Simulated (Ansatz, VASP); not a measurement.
## SiC: VASP beside Ansatz

Contents of INCAR:

```
PREC = Accurate
ENCUT = 520
EDIFF = 1E-6
ISMEAR = 0
SIGMA = 0.05
LREAL = F
LASPH = T
NELM = 100
ALGO = Normal
ISIF = 2
LWAVE = F
LCHARG = F
GGA = PE
NBANDS = 36
```

File KPOINTS:

```
regular mesh
0
Gamma
  12 12 2
```

Contents of POSCAR:

```
SiC
1.0
    3.0949375958      0.0000000000      0.0000000000
   -1.5474687979      2.6802945811      0.0000000000
    0.0000000000      0.0000000000     15.1863169775
Si C
6 6
Direct
    0.0000000000      0.0000000000      0.1250405817
    0.0000000000      0.0000000000      0.6250393361
    0.3333333333      0.6666666667      0.2918410209
    0.6666666667      0.3333333333      0.7917935669
    0.3333333333      0.6666666667      0.9583303597
    0.6666666667      0.3333333333      0.4582887901
    0.0000000000      0.0000000000      0.9987138814
    0.0000000000      0.0000000000      0.5006630044
    0.3333333333      0.6666666667      0.1677389114
    0.6666666667      0.3333333333      0.6659201616
    0.3333333333      0.6666666667      0.8342543950
    0.6666666667      0.3333333333      0.3323759906
```

Input for Ansatz:

```yaml
crystal:
  lattice:
    - [3.0949375958, 0.0, 0.0]
    - [-1.5474687979, 2.6802945811, 0.0]
    - [0.0, 0.0, 15.1863169775]
  atoms:
    - { symbol: Si, position: [0.0, 0.0, 0.1250405817] }
    - { symbol: Si, position: [0.0, 0.0, 0.6250393361] }
    - { symbol: Si, position: [0.3333333333, 0.6666666667, 0.2918410209] }
    - { symbol: Si, position: [0.6666666667, 0.3333333333, 0.7917935669] }
    - { symbol: Si, position: [0.3333333333, 0.6666666667, 0.9583303597] }
    - { symbol: Si, position: [0.6666666667, 0.3333333333, 0.4582887901] }
    - { symbol: C, position: [0.0, 0.0, 0.9987138814] }
    - { symbol: C, position: [0.0, 0.0, 0.5006630044] }
    - { symbol: C, position: [0.3333333333, 0.6666666667, 0.1677389114] }
    - { symbol: C, position: [0.6666666667, 0.3333333333, 0.6659201616] }
    - { symbol: C, position: [0.3333333333, 0.6666666667, 0.834254395] }
    - { symbol: C, position: [0.6666666667, 0.3333333333, 0.3323759906] }
basis:
  ecutwfc: 520.0
kpoints:
  mp_grid: { grid: [12, 12, 2] }
hamiltonian:
  xc: pbe
  pseudopotentials: { kind: paw, azcp: { folder: soft_1 } }
scf:
  occupations: { method: gaussian, width: 0.05 }
output:
  forces: true
  stress: true
  eigenvalues: true
  write_density: true
  write_potential: true
  elf: true
  volumetric_format: npy
```

Change from the starting cell: mode 32 frozen in at -0.015 Å, equal normal strain along x, y and z +0.0000.

Alike in both runs: task single point; functional PBE; k mesh 12 × 12 × 2; occupations gaussian, width 0.05 eV; no spin polarisation.

```csv
,VASP,Ansatz
version,VASP 6.6.1,Ansatz 0.2.0
potentials or method,"VASP PAW PBE potentials, release 64 (Si, C), cutoff 520 eV","scalar-relativistic, plane waves, PAW"
valence electrons in the cell,48,48
```

```tsv
	VASP	Ansatz	Ansatz less VASP
gap on the k mesh at the Fermi level (eV)	2.03	2.03	+0.002
least direct gap on the mesh (eV)	3.12	3.13	+0.005
pressure (GPa)	0.0	0.0	+0.04
rms of the force components (eV/Å)	0.171	0.171	+0.0001
```

Atom by atom the forces differ by 0.001 eV/Å (rms over components).
